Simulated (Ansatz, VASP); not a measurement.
## One calculation of MgO, two programs

```xyz
8
Lattice="4.2184 0.0060 -0.0122 -0.0060 -4.2011 -0.0060 0.0122 -0.0060 -4.3834" Properties=species:S:1:pos:R:3 pbc="T T T"
Mg    0.0137   -2.0856   -2.2017
Mg    2.0941   -0.0279   -2.1620
Mg    2.0976   -2.1165   -0.0122
Mg   -0.0232    0.0239   -0.0149
O     2.1267    0.0430   -0.0439
O     0.0058   -2.1304    0.0281
O     0.0098   -0.0269   -2.2012
O     2.1249   -2.0818   -2.1955
```

Change from the starting cell: all atoms moved at random (sigma 0.03 Å a component), cell strained at random (sigma 0.03).

Alike in both runs: task single point; functional PBE; k mesh 6 × 6 × 6; occupations gaussian, width 0.05 eV; no spin polarisation.

```csv
,VASP,Ansatz
version,VASP 6.6.1,Ansatz 0.2.0
potentials or method,"VASP PAW PBE potentials, release 64 (Mg, O), cutoff 520 eV","scalar-relativistic, plane waves, PAW"
valence electrons in the cell,32,64
```

Ansatz gave:

| Property | Result |
| --- | --- |
| gap on the k mesh at the Fermi level (eV) | 4.31 |
| least direct gap on the mesh (eV) | 4.31 |
| pressure (GPa) | -0.4 |
| traceless stress, the component that is largest in VASP (GPa) | -4.36 |
| rms of the force components (eV/Å) | 0.255 |

Problem. Estimate VASP's values.

Solution. gap on the k mesh at the Fermi level (eV): 4.29; least direct gap on the mesh (eV): 4.29; pressure (GPa): -1.2; traceless stress, the component that is largest in VASP (GPa): -4.38; rms of the force components (eV/Å): 0.258.

Atom by atom the forces differ by 0.003 eV/Å (rms over components). The functional is the same, so the differences come from potentials, cutoffs and numerics. VASP's potentials hold 32 valence electrons a cell and Ansatz's 64, so a difference there can come from the potentials and not from the codes.
